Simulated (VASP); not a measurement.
# N (P2_13) in VASP: a series of runs, part 2 of 2

VASP 6.6.1. Earlier steps stand in the parts before.

### 3 Single point, PBEsol, collinear spin, ferromagnetic start

INCAR reads:

```
SYSTEM = N
ALGO = Normal
EDIFF = 1E-7
ENCUT = 520
GGA = PS
ISIF = 2
ISMEAR = 0
ISPIN = 2
LASPH = .TRUE.
LCHARG = .TRUE.
LELF = .TRUE.
LORBIT = 11
LREAL = .FALSE.
LVHAR = .TRUE.
LWAVE = .FALSE.
MAGMOM = 3.24 3.24 3.24 3.24
NBANDS = 22
NELM = 150
PREC = Accurate
SIGMA = 0.02
```

KPOINTS reads:

```
k-points
0
G
  4 4 4
  0 0 0
```

POSCAR reads:

```
N
1.0
    5.8493571874      0.0000000000      0.0000000000
    0.0000000000      5.8493571874      0.0000000000
    0.0000000000      0.0000000000      5.8493571874
N
4
Direct
    0.0000638858      0.0000638858      0.0000638858
    0.4999361142      0.9999361142      0.5000638858
    0.5000638858      0.4999361142      0.9999361142
    0.9999361142      0.5000638858      0.4999361142
```

Potentials or basis: VASP PAW PBE potentials, release 64 (N).

Started as:

```
cat potpaw_PBE.64/N/POTCAR > POTCAR
mpirun -np 1 vasp_std > vasp.out
```

OUTCAR:

```text
SYSTEM = N
   EDIFF = 1E-7
   ENCUT = 520
   GGA = PS
   ISIF = 2
   ISMEAR = 0
   ISPIN = 2
   LASPH = .TRUE.
   LORBIT = 11
   LREAL = .FALSE.
   NELM = 150
   PREC = Accurate

 ion  position               nearest neighbor table
   1  0.000  0.000  0.000-
   2  0.500  1.000  0.500-
   3  0.500  0.500  1.000-
   4  1.000  0.500  0.500-

  LATTYP: Found a simple cubic cell.
 ALAT       =     5.8493571874

  Lattice vectors:

 A1 = (   5.8493571874,   0.0000000000,   0.0000000000)
 A2 = (   0.0000000000,   5.8493571874,   0.0000000000)
 A3 = (   0.0000000000,   0.0000000000,   5.8493571874)

Analysis of symmetry for initial positions (statically):
=====================================================================
 Subroutine PRICEL returns:
 Original cell was already a primitive cell.

 Routine SETGRP: Setting up the symmetry group for a
 simple cubic supercell.

 Subroutine GETGRP returns: Found 12 space group operations
 (whereof  3 operations were pure point group operations)
 out of a pool of 48 trial point group operations.

The static configuration has the point symmetry C_3 .
 The point group associated with its full space group is T   .

Analysis of symmetry for dynamics (positions and initial velocities):
=====================================================================
 Subroutine PRICEL returns:
 Original cell was already a primitive cell.

 Routine SETGRP: Setting up the symmetry group for a
 simple cubic supercell.

 Subroutine GETGRP returns: Found 12 space group operations
 (whereof  3 operations were pure point group operations)
 out of a pool of 48 trial point group operations.

The dynamic configuration has the point symmetry C_3 .
 The point group associated with its full space group is T   .

Analysis of structural, dynamic, and magnetic symmetry:
=====================================================================
 Subroutine PRICEL returns:
 Original cell was already a primitive cell.

 Routine SETGRP: Setting up the symmetry group for a
 simple cubic supercell.

 Subroutine GETGRP returns: Found 12 space group operations
 (whereof  3 operations were pure point group operations)
 out of a pool of 48 trial point group operations.

The overall configuration has the point symmetry C_3 .
 The point group associated with its full space group is T   .

 Subroutine INISYM returns: Found 12 space group operations
 (whereof  3 operations are pure point group operations),
 and found     1 'primitive' translations

----------------------------------------------------------------------------------------

                                     Primitive cell

  volume of cell :     200.1356

  direct lattice vectors                    reciprocal lattice vectors
     5.849357187  0.000000000  0.000000000     0.170958956  0.000000000  0.000000000
     0.000000000  5.849357187  0.000000000     0.000000000  0.170958956  0.000000000
     0.000000000  0.000000000  5.849357187     0.000000000  0.000000000  0.170958956

  length of vectors
     5.849357187  5.849357187  5.849357187     0.170958956  0.170958956  0.170958956

  position of ions in fractional coordinates (direct lattice)
[... 66 lines left out ...]
   LASPH  =      T    aspherical Exc in radial PAW
   ENCUT  =  520.0 eV  38.22 Ry    6.18 a.u.  10.88 10.88 10.88*2*pi/ulx,y,z
   NELM   =    150;   NELMIN=  2; NELMDL= -5     # of ELM steps
   EDIFF  = 0.1E-06   stopping-criterion for ELM
   LREAL  =      F    real-space projection
   EDIFFG = 0.1E-05   stopping-criterion for IOM
   NSW    =      0    number of steps for IOM
   IBRION =     -1    ionic relax: 0-MD 1-quasi-New 2-CG
   NFREE  =      0    steps in history (QN), initial steepest desc. (CG)
   ISIF   =      2    stress and relaxation
   ISYM   =      2    0-nonsym 1-usesym 2-fastsym
   POTIM  = 0.5000    time-step for ionic-motion
   TEBEG  =    0.0;   TEEND  =   0.0 temperature during run
   PSTRESS=    0.0 pullay stress
   NELECT =      20.0000    total number of electrons
   NUPDOWN=      -1.0000    fix difference up-down
   EMIN   =  10.00;   EMAX   =-10.00  energy-range for DOS
   EFERMI =   0.00;   METHOD = LEGACY
   ISMEAR =     0;   SIGMA  =   0.02  broadening in eV -4-tet -1-fermi 0-gaus
   EFERMI_NEDOS =   21; number of points for ismear=-14 and -15
   IALGO  =     38    algorithm
   IMIX   =      4    mixing-type and parameters
     AMIX     =   0.40;   BMIX     =  1.00
     AMIX_MAG =   1.60;   BMIX_MAG =  1.00
  volume/ion in A,a.u.               =      50.03       337.65
  Fermi-wavevector in a.u.,A,eV,Ry     =   0.759702  1.435629  7.852566  0.577147
  Thomas-Fermi vector in A             =   1.858556
   LORBIT       =     11    0 simple, 1 ext, 2 COOP (PROOUT), +10 PAW based schemes
   GGA     = PS    functional components
   LHFCALC =     F    Hartree Fock is set to
   AEXX    =    0.0000 exact exchange contribution
   IVDW    =     0    specifies the selected vdW correction
   LEPSILON=     F    determine dielectric tensor
   LRPA    =     F    only Hartree local field effects (RPA)
 spin polarized calculation
 Gauss-broadening in eV      SIGMA  =   0.02
  energy-cutoff  :      520.00
  volume of cell :      200.14
 maximum number of plane-waves:      5449
 NGX is ok and might be reduce to    48
   NGX = 21   NGY = 21   NGZ = 21

 number of electron      19.9999997 magnetization      11.9999907

 Free energy of the ion-electron system (eV)
  ---------------------------------------------------
  ext. energy  EPLUGINS =         0.00000000
  ---------------------------------------------------
  free energy    TOTEN  =       -12.75985009 eV

  energy without entropy =      -12.75985009  energy(sigma->0) =      -12.75985009

 E-fermi :  -6.2781     XC(G=0):  -4.3484

 val. band max:       -6.3673507894   @ k =   0.0000   0.0000   0.0000
 cond. band min:      -3.0285037080   @ k =   0.5000   0.5000   0.5000
 fundamental gap:      3.3388470814
 Fermi energy:        -6.2780771498

 spin component 1

 k-point     1 :       0.0000    0.0000    0.0000
  band No.  band energies     occupation
      1     -18.1482      1.00000
      2     -18.0329      1.00000
      3     -18.0329      1.00000
      4     -18.0329      1.00000
      5      -6.8547      1.00000
      6      -6.8547      1.00000
[... 264 lines left out ...]
     21       3.9448      0.00000
     22       3.9448      0.00000
 Fermi energy:        -6.2780771498

 spin component 2

 k-point     1 :       0.0000    0.0000    0.0000
  band No.  band energies     occupation
      1     -13.6391      1.00000
      2     -13.4306      1.00000
      3     -13.4306      1.00000
      4     -13.4306      1.00000
      5      -2.8841      0.00000
      6      -2.8841      0.00000
[... 264 lines left out ...]
     21       5.4288      0.00000
     22       5.4288      0.00000

------------------------ aborting loop because EDIFF is reached ----------------------------------------

  FORCE on cell =-STRESS in cart. coord.  units (eV):
  Direction    XX          YY          ZZ          XY          YZ          ZX
  --------------------------------------------------------------------------------------
  -------------------------------------------------------------------------------------
  Total        0.0070647      0.0070647      0.0070647      0.0000000      0.0000000     -0.0000000
  in kB        0.0565559      0.0565559      0.0565559      0.0000000      0.0000000     -0.0000000
  external PRESSURE =       0.0565559 kB  Pullay stress =       0.0000000 kB

 VOLUME and BASIS-vectors are now :
 -----------------------------------------------------------------------------
  energy-cutoff  :      520.00
  volume of cell :      200.14
      direct lattice vectors                 reciprocal lattice vectors
     5.849357187  0.000000000  0.000000000     0.170958956  0.000000000  0.000000000
     0.000000000  5.849357187  0.000000000     0.000000000  0.170958956  0.000000000
     0.000000000  0.000000000  5.849357187     0.000000000  0.000000000  0.170958956

 POSITION                                       TOTAL-FORCE (eV/Angst)
 -----------------------------------------------------------------------------------
      0.00037      0.00037      0.00037        -0.000005     -0.000005     -0.000005
      2.92430      5.84898      2.92505         0.000005      0.000005     -0.000005
      2.92505      2.92430      5.84898        -0.000005      0.000005      0.000005
      5.84898      2.92505      2.92430         0.000005     -0.000005      0.000005
 -----------------------------------------------------------------------------------
    total drift:                                0.000000      0.000000      0.000000

  FREE ENERGIE OF THE ION-ELECTRON SYSTEM (eV)
  ---------------------------------------------------
  free  energy   TOTEN  =       -12.7598500876 eV

  energy  without entropy=      -12.7598500876  energy(sigma->0) =      -12.75985009

 total charge

# of ion       s       p       d       tot
------------------------------------------
    1        1.360   1.907   0.000   3.268
    2        1.360   1.907   0.000   3.268
    3        1.360   1.907   0.000   3.268
    4        1.360   1.907   0.000   3.268
--------------------------------------------------
tot          5.441   7.630   0.000  13.071

 magnetization (x)

# of ion       s       p       d       tot
------------------------------------------
    1        0.035   1.907   0.000   1.943
    2        0.035   1.907   0.000   1.943
    3        0.035   1.907   0.000   1.943
    4        0.035   1.907   0.000   1.943
--------------------------------------------------
tot          0.141   7.630   0.000   7.771
```

OSZICAR:

```text
N       E                     dE             d eps       ncg     rms          rms(c)
DAV:   1     0.106613815345E+03    0.10661E+03   -0.72351E+03   968   0.687E+02
DAV:   2     0.316491999857E+01   -0.10345E+03   -0.87728E+02  1512   0.138E+02
DAV:   3    -0.122397818544E+02   -0.15405E+02   -0.15322E+02  1142   0.535E+01
DAV:   4    -0.124848232962E+02   -0.24504E+00   -0.24494E+00  1066   0.848E+00
DAV:   5    -0.124883917559E+02   -0.35685E-02   -0.35663E-02  1154   0.893E-01    0.290E+00
DAV:   6    -0.125449574698E+02   -0.56566E-01   -0.22350E-01   990   0.250E+00    0.124E+00
DAV:   7    -0.127398263205E+02   -0.19487E+00   -0.82705E-02   986   0.190E+00    0.435E-01
DAV:   8    -0.127590714507E+02   -0.19245E-01   -0.77370E-03   976   0.504E-01    0.211E-01
DAV:   9    -0.127595030472E+02   -0.43160E-03   -0.10219E-03  1004   0.218E-01    0.132E-01
DAV:  10    -0.127597698233E+02   -0.26678E-03   -0.69425E-04   974   0.181E-01    0.268E-02
DAV:  11    -0.127598443365E+02   -0.74513E-04   -0.10552E-04   992   0.565E-02    0.108E-02
DAV:  12    -0.127598518648E+02   -0.75283E-05   -0.54759E-06  1112   0.129E-02    0.565E-03
DAV:  13    -0.127598505598E+02    0.13050E-05   -0.72753E-06   992   0.180E-02    0.253E-03
DAV:  14    -0.127598500592E+02    0.50060E-06   -0.12183E-06  1044   0.768E-03    0.310E-04
DAV:  15    -0.127598500876E+02   -0.28389E-07   -0.28958E-08   950   0.111E-03
   1 F= -.12759850E+02 E0= -.12759850E+02  d E =-.598993E-12  mag=    12.0000
```

stdout:

```text
POSCAR found type information on POSCAR N
 POSCAR found :  1 types and       4 ions
 scaLAPACK will be used
 -----------------------------------------------------------------------------
|                                                                             |
|                                                                             |
|     You enforced a specific xc type in the INCAR file but a different       |
|     I HOPE YOU KNOW WHAT YOU ARE DOING!                                     |
|                                                                             |
 -----------------------------------------------------------------------------

 LDA part: xc-table for (Slater+PW92), standard interpolation
 POSCAR, INCAR and KPOINTS ok, starting setup
 FFT: planning ... GRIDC
 FFT: planning ... GRID_SOFT
 FFT: planning ... GRID
 WAVECAR not read
 entering main loop
```

Wall time 46 s (1 thread of Intel Xeon 6975P-C (Granite Rapids), shared host); peak memory 0.39 GiB.

Results:

```yaml
Free_energy: -12.7599 eV
Pressure: 0.0 GPa
Band_gap_on_the_k_mesh: 3.34 eV
Net_moment: 12.00 μB per cell
Site_moments: N +1.94 μB
Valence_electrons_inside_the_program's_atomic_spheres: N 3.27
```

Caveat: the PAW data sets were made with another functional, which shifts forces and pressure a little.

### 4 Single point, PBEsol, collinear spin, ferromagnetic start

INCAR reads:

```
SYSTEM = N
  ALGO = Normal
  EDIFF = 1E-7
  ENCUT = 520
  GGA = PS
  ISIF = 2
  ISMEAR = 0
  ISPIN = 2
  LASPH = .True.
  LCHARG = .False.
  LORBIT = 11
  LREAL = .False.
  LWAVE = .False.
  MAGMOM = 3.24 3.24 3.24 3.24
  NBANDS = 22
  NELM = 150
  PREC = Accurate
  SIGMA = 0.05
```

KPOINTS reads:

```
k-points
0
Gamma
  4 4 4
  0 0 0
```

POSCAR is that of step 3.

Started as:

```
cat potpaw_PBE.64/N/POTCAR > POTCAR
mpirun -np 1 vasp_std > vasp.out
```

Wall time 37 s (1 thread of Intel Xeon 6975P-C (Granite Rapids), shared host); peak memory 0.4 GiB.

It converged, with:

```
Free energy                                           : -12.7599 eV
Pressure                                              : 0.0 GPa
Band gap on the k mesh                                : 3.34 eV
Net moment                                            : 12.00 μB per cell
Site moments                                          : N +1.94 μB
Valence electrons inside the program's atomic spheres : N 3.27
```

Levels at points of the mesh, in eV from the valence-band top:
Spin up:
| k point | band 14 | band 15 | band 16 | band 17 | band 18 | band 19 |
| --- | --- | --- | --- | --- | --- | --- |
| (0.00, 0.00, 0.00) | 0.00 | 0.00 | 0.00 | 7.00 | 10.66 | 10.66 |
| (0.50, 0.00, 0.00) | -0.09 | -0.09 | -0.09 | 8.27 | 8.27 | 11.23 |
| (0.50, 0.50, 0.00) | -0.06 | -0.06 | -0.06 | 9.34 | 9.34 | 9.34 |
| (0.50, 0.50, 0.50) | -0.06 | -0.06 | -0.06 | 10.22 | 10.22 | 10.22 |
Spin down:
| k point | band 1 | band 2 | band 3 | band 4 | band 5 | band 6 | band 7 | band 8 |
| --- | --- | --- | --- | --- | --- | --- | --- | --- |
| (0.00, 0.00, 0.00) | -7.27 | -7.06 | -7.06 | -7.06 | 3.48 | 3.48 | 3.48 | 4.16 |
| (0.50, 0.00, 0.00) | -7.17 | -7.17 | -7.06 | -7.06 | 3.80 | 3.80 | 3.80 | 3.80 |
| (0.50, 0.50, 0.00) | -7.11 | -7.11 | -7.11 | -7.11 | 3.63 | 3.63 | 3.63 | 3.63 |
| (0.50, 0.50, 0.50) | -7.11 | -7.11 | -7.11 | -7.11 | 3.34 | 3.34 | 3.34 | 3.34 |

Caveat: the PAW data sets were made with another functional, which shifts forces and pressure a little.

### 5 Single point, PBEsol, collinear spin, ferromagnetic start

INCAR reads:

```
PREC     = Accurate       # precision mode
ENCUT    = 520            # plane-wave cutoff, eV
EDIFF    = 1E-6           # SCF threshold, eV
ISMEAR   = 0              # smearing method
SIGMA    = 0.05           # smearing width, eV
LREAL    = False          # projectors in reciprocal space
LASPH    = True           # aspherical terms in the spheres
NELM     = 150            # most SCF steps
ALGO     = Normal         # electronic algorithm
ISIF     = 2              # what is computed and relaxed
LWAVE    = False          # write WAVECAR
LCHARG   = False          # write CHGCAR
ISPIN    = 2              # spin polarisation
MAGMOM   = 3.24 3.24 3.24 3.24 # initial moments
LORBIT   = 11             # projections on sites
GGA      = PS             # functional
NBANDS   = 22             # bands
```

KPOINTS reads:

```
Automatic mesh
0
Gamma
  4 4 4
```

POSCAR is that of step 4.

Potentials or basis: VASP PAW PBE potentials, release 64 (N).

Started as:

```
cat potpaw_PBE.64/N/POTCAR > POTCAR
mpirun -np 1 vasp_std > vasp.out
```

OUTCAR:

```text
PREC = Accurate
   ENCUT = 520
   EDIFF = 1E-6
   ISMEAR = 0
   LREAL = False
   LASPH = True
   NELM = 150
   ISIF = 2
   ISPIN = 2
   LORBIT = 11
   GGA = PS

 ion  position               nearest neighbor table
   1  0.000  0.000  0.000-
   2  0.500  1.000  0.500-
   3  0.500  0.500  1.000-
   4  1.000  0.500  0.500-

  LATTYP: Found a simple cubic cell.
 ALAT       =     5.8493571874

  Lattice vectors:

 A1 = (   5.8493571874,   0.0000000000,   0.0000000000)
 A2 = (   0.0000000000,   5.8493571874,   0.0000000000)
 A3 = (   0.0000000000,   0.0000000000,   5.8493571874)

Analysis of symmetry for initial positions (statically):
=====================================================================
 Subroutine PRICEL returns:
[... 738 lines left out ...]
     21       5.4289      0.00000
     22       5.4289      0.00000

------------------------ aborting loop because EDIFF is reached ----------------------------------------

  FORCE on cell =-STRESS in cart. coord.  units (eV):
  Direction    XX          YY          ZZ          XY          YZ          ZX
  --------------------------------------------------------------------------------------
  -------------------------------------------------------------------------------------
  Total        0.0059266      0.0059266      0.0059266     -0.0000000     -0.0000000      0.0000000
  in kB        0.0474451      0.0474451      0.0474451     -0.0000000     -0.0000000      0.0000000
  external PRESSURE =       0.0474451 kB  Pullay stress =       0.0000000 kB

 VOLUME and BASIS-vectors are now :
 -----------------------------------------------------------------------------
  energy-cutoff  :      520.00
  volume of cell :      200.14
      direct lattice vectors                 reciprocal lattice vectors
     5.849357187  0.000000000  0.000000000     0.170958956  0.000000000  0.000000000
     0.000000000  5.849357187  0.000000000     0.000000000  0.170958956  0.000000000
     0.000000000  0.000000000  5.849357187     0.000000000  0.000000000  0.170958956

 POSITION                                       TOTAL-FORCE (eV/Angst)
 -----------------------------------------------------------------------------------
      0.00037      0.00037      0.00037        -0.000005     -0.000005     -0.000005
      2.92430      5.84898      2.92505         0.000005      0.000005     -0.000005
      2.92505      2.92430      5.84898        -0.000005      0.000005      0.000005
      5.84898      2.92505      2.92430         0.000005     -0.000005      0.000005
 -----------------------------------------------------------------------------------
    total drift:                                0.000000      0.000000      0.000000

  FREE ENERGIE OF THE ION-ELECTRON SYSTEM (eV)
  ---------------------------------------------------
  free  energy   TOTEN  =       -12.7598500580 eV

  energy  without entropy=      -12.7598500580  energy(sigma->0) =      -12.75985006

 total charge

# of ion       s       p       d       tot
------------------------------------------
    1        1.360   1.907   0.000   3.268
    2        1.360   1.907   0.000   3.268
    3        1.360   1.907   0.000   3.268
    4        1.360   1.907   0.000   3.268
--------------------------------------------------
tot          5.441   7.630   0.000  13.071

 magnetization (x)

# of ion       s       p       d       tot
------------------------------------------
    1        0.035   1.907   0.000   1.943
    2        0.035   1.907   0.000   1.943
    3        0.035   1.907   0.000   1.943
    4        0.035   1.907   0.000   1.943
--------------------------------------------------
tot          0.141   7.630   0.000   7.771
```

stdout:

```text
POSCAR found type information on POSCAR N
 POSCAR found :  1 types and       4 ions
 scaLAPACK will be used
 -----------------------------------------------------------------------------
|                                                                             |
|                                                                             |
|     You enforced a specific xc type in the INCAR file but a different       |
|     I HOPE YOU KNOW WHAT YOU ARE DOING!                                     |
|                                                                             |
 -----------------------------------------------------------------------------

 LDA part: xc-table for (Slater+PW92), standard interpolation
 POSCAR, INCAR and KPOINTS ok, starting setup
 FFT: planning ... GRIDC
 FFT: planning ... GRID_SOFT
 FFT: planning ... GRID
 WAVECAR not read
 entering main loop
```

Wall time 36 s (1 thread of Intel Xeon 6975P-C (Granite Rapids), shared host); peak memory 0.39 GiB.

Results:

* Free energy: -12.7599 eV
* Pressure: 0.0 GPa
* Band gap on the k mesh: 3.34 eV
* Net moment: 12.00 μB per cell
* Site moments: N +1.94 μB
* Valence electrons inside the program's atomic spheres: N 3.27

Caveat: the PAW data sets were made with another functional, which shifts forces and pressure a little. A k mesh can miss the band edges.
